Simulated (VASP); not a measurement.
Write the native input for VASP 6.6.1 that does the following.

```yaml
Task: single point
Functional: PBE
Potentials_or_basis: VASP PAW PBE potentials, release 64 (Pb_d, Te)
Cutoff: 520 eV
k_mesh: 6 × 6 × 6
Occupations: fermi-dirac, width 0.02 eV
Spin: no spin polarisation
Dipole_correction: no
Further_INCAR_settings: ALGO = Normal; EDIFF = 1e-06; NBANDS = 20
```

The structure of Te2Pb lies in POSCAR:

```
Te2Pb
1.0
    0.0000000000      3.8117047485      3.8117047485
    3.8117047485      0.0000000000      3.8117047485
    3.8117047485      3.8117047485      0.0000000000
Pb Te
1 2
Direct
    0.0000000000      0.0000000000      0.0000000000
    0.2500000000      0.2500000000      0.2500000000
    0.7500000000      0.7500000000      0.7500000000
```

The input as run:

INCAR

```
PREC = Accurate
ENCUT = 520
EDIFF = 1E-6
ISMEAR = -1
SIGMA = 0.02
LREAL = False
LASPH = True
NELM = 80
ALGO = Normal
ISIF = 2
LWAVE = False
LCHARG = False
GGA = PE
NBANDS = 20
```

KPOINTS

```
Automatic mesh
0
Gamma
  6 6 6
```

Potentials or basis: VASP PAW PBE potentials, release 64 (Pb_d, Te).

The run is started by

```bash
$ cat potpaw_PBE.64/Pb_d/POTCAR potpaw_PBE.64/Te/POTCAR > POTCAR
$ mpirun -np 1 vasp_std > vasp.out
```

Results of the run:

```
Pressure               : 0.0 GPa
Band gap on the k mesh : zero (band 13 reaches 5.22 eV, above the bottom of band 14 at 3.51 eV)
```

Caveat: spin-orbit coupling is left out, which moves the levels of the heavy elements.

Run time: 26 s on 1 thread of Intel(R) Xeon(R) Platinum 8375C CPU @ 2.90GHz (Ice Lake) (shared host), peak memory 0.25 GiB.
